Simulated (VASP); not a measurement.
A run of VASP 6.6.1 is set up as follows.

File INCAR:

```
SYSTEM = H2C3O
PREC     = Accurate       ! precision mode
ENCUT    = 520            ! plane-wave cutoff, eV
EDIFF    = 1E-6           ! SCF threshold, eV
ISMEAR   = -1             ! smearing method
SIGMA    = 0.02           ! smearing width, eV
LREAL    = Auto         
LASPH    = .TRUE.         ! aspherical terms in the spheres
NELM     = 60             ! most SCF steps
ALGO     = Normal         ! electronic algorithm
ISIF     = 2              ! what is computed and relaxed
LWAVE    = .FALSE.        ! write WAVECAR
LCHARG   = .TRUE.         ! write CHGCAR
LELF     = .TRUE.         ! ELF
LVHAR    = .TRUE.       
NBANDS   = 84             ! bands
```

The input KPOINTS:

```
Automatic mesh
0
G
  1 1 1
  0 0 0
```

Contents of POSCAR:

```
H2C3O
1.0
    9.1577140000      0.0000000000      0.0000000000
    0.0000000000      9.1577140000      0.0000000000
    0.0000000000      0.0000000000      9.1577140000
C H O
18 12 6
Direct
    0.8837685912      0.1581835816      0.1890428113
    0.9623362337      0.1177914051      0.0929817201
    0.6316641904      0.9473980078      0.2389133358
    0.5394686927      1.0366451715      0.2142346878
    0.9193888344      0.9175979944      0.5246069052
    0.8501794225      1.0089635907      0.5877449329
    0.2037408026      0.0537033587      0.7597201660
    0.2810745127      0.0549045319      0.8679131058
    0.9966242667      0.3104049766      0.7152112416
    0.8833754800      0.3509937087      0.6734650154
    0.9857700295      0.5874391797      0.3803569319
    0.9233854650      0.5696072186      0.2616919463
    0.3383049525      0.4409397367      0.7790372139
    0.3045956666      0.2925620957      0.1886497001
    0.7912345810      0.5591133333      0.9009344472
    0.6560916840      0.1341164400      0.9758221320
    0.0397479109      0.6825720917      0.7116077222
    0.5603909447      0.7854471105      0.5741279974
    1.0230063966      0.0601023356      0.0171876955
    0.8067297144      0.1825237172      0.2702857940
    0.4602458649      1.1149944189      0.2081305444
    0.7167618469      0.8710470757      0.2494509001
    0.7912891798      1.0942468830      0.6369711917
    0.9732669092      0.8355797091      0.4731639359
    0.3591398465      0.0942593315      0.9480422734
    0.1544490252      0.0390162873      0.6491467194
    0.7950346560      0.4254227638      0.6544100416
    1.0888634434      0.2619867797      0.7629196544
    0.8593847766      0.5235586086      0.1689177015
    1.0342319055      0.5805160546      0.4910504958
    0.3939957068      0.4678896939      0.8851554001
    0.2246521348      0.3842443649      0.2079012295
    0.6759765592      0.5820120611      0.8640802716
    0.5943732246      0.2415231574      0.9972576125
    0.0645029971      0.7418008468      0.8140131915
    0.5151940757      0.8777954848      0.6366326793
```

Potentials or basis: VASP PAW LDA potentials, release 64 (C, H, O).

The run is started by

```console
$ cat potpaw_LDA.64/C/POTCAR potpaw_LDA.64/H/POTCAR potpaw_LDA.64/O/POTCAR > POTCAR
$ mpirun -np 1 vasp_gam > vasp.out
```

Question: What does it give for the band gap on the k mesh?

Answer: 4.12 eV.

Question: Predict the pressure.

Answer: 1.7 GPa.

Forces in eV/Å, atoms in the order of the input:
```
C    0.141  0.040 -0.074
C   -0.458  0.231  0.729
C   -0.129 -0.002 -0.047
C    1.080 -1.448  0.598
C   -1.079  1.576  1.075
C    0.210 -0.319 -0.342
C    0.556 -0.574 -0.460
C   -0.345  0.843 -0.888
C    2.873 -1.334  1.233
C   -3.683  2.336 -1.184
C   -1.154 -0.804 -1.960
C    0.608 -0.433  2.015
C   -0.603 -0.271 -1.089
C    0.210 -0.376 -0.136
C    0.928 -0.163  0.550
C   -0.416  0.722 -0.238
C   -0.669 -1.754 -2.953
C    1.721 -3.477 -2.337
H    1.153 -0.605 -1.427
H   -0.578  0.428  0.817
H   -1.778  1.682 -0.258
H    0.753 -0.701  0.189
H   -0.481  0.697  0.563
H    1.349 -2.048 -1.426
H   -0.244 -0.453  0.182
H    0.083  0.088  1.225
H   -0.383 -0.296 -0.469
H    1.085 -0.475  0.316
H    0.749  0.789  0.601
H   -0.271  0.388 -0.764
O    0.506  0.245  1.103
O   -0.336  0.462  0.070
O   -0.980  0.227 -0.417
O    0.484 -0.471 -0.288
O    0.794  1.769  3.159
O   -1.697  3.477  2.332
```

Caveat: the k points lie up to 0.69 Å⁻¹ apart.
